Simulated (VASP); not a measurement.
A run of VASP 6.6.1:

The input INCAR:

```
PREC = Accurate ; ENCUT = 600
EDIFF = 1E-6 ; ISMEAR = 0
SIGMA = 0.1 ; LREAL = False
LASPH = True ; NELM = 100
ALGO = Normal ; ISIF = 3
LWAVE = False ; LCHARG = False
GGA = PE ; IBRION = 2
NSW = 90 ; EDIFFG = -0.04
```

The input KPOINTS:

```
regular mesh
0
Gamma
  4 4 6
```

The input POSCAR:

```
Mo
1.0
    5.6293991109      0.0000000000      0.0000000000
    0.0000000000      5.6293991109      0.0000000000
    0.0000000000      0.0000000000      2.9132768063
Mo
5
Direct
    0.2745709494      0.2745709494      0.5000000000
    0.2745709494      0.7254290506      0.5000000000
    0.7254290506      0.2745709494      0.5000000000
    0.7254290506      0.7254290506      0.5000000000
    0.0000000000      0.0000000000      0.0000000000
```

Potentials or basis: VASP PAW PBE potentials, release 64 (Mo_sv).

The run is started by

```console
$ cat potpaw_PBE.64/Mo_sv/POTCAR > POTCAR
$ mpirun -np 1 vasp_std > vasp.out
```

Hardware: 1 thread of Intel(R) Xeon(R) Platinum 8488C (Sapphire Rapids) (shared host).

Problem. Estimate the wall time of this run.

Solution. It took 3.3 min on 1 thread of Intel(R) Xeon(R) Platinum 8488C (Sapphire Rapids), on a shared host, peak memory 0.27 GiB. Counts: scf iterations 46, k points 24, ion steps 5.
